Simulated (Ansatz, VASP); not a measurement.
## CsTlS in VASP and in Ansatz

```
CELL_PARAMETERS angstrom
4.73037 0.00000 0.00000
0.00000 4.73037 0.00000
0.00000 0.00000 5.37774
ATOMIC_POSITIONS crystal
Cs 0.50000 0.50000 0.50000
Tl 0.00000 0.00000 0.00000
S 0.00000 0.00000 0.50000
```

Alike in both runs: task single point; functional PBE; k mesh 4 × 4 × 4; occupations gaussian, width 0.1 eV; no spin polarisation.

```csv
,VASP,Ansatz
version,VASP 6.6.1,Ansatz 0.2.0
potentials or method,"VASP PAW PBE potentials, release 64 (Cs_sv, Tl_d, S), cutoff 520 eV","scalar-relativistic, plane waves, PAW"
valence electrons in the cell,28,28
```

```tsv
	VASP	Ansatz	Ansatz less VASP
gap on the k mesh at the Fermi level (eV)	none	none	-
pressure (GPa)	2.4	2.4	-0.02
traceless stress, the component that is largest in VASP (GPa)	-0.72	-0.67	+0.056
```

A gap of «none» marks a metal or a gap that the smearing closes.

Spin-orbit coupling is off throughout.
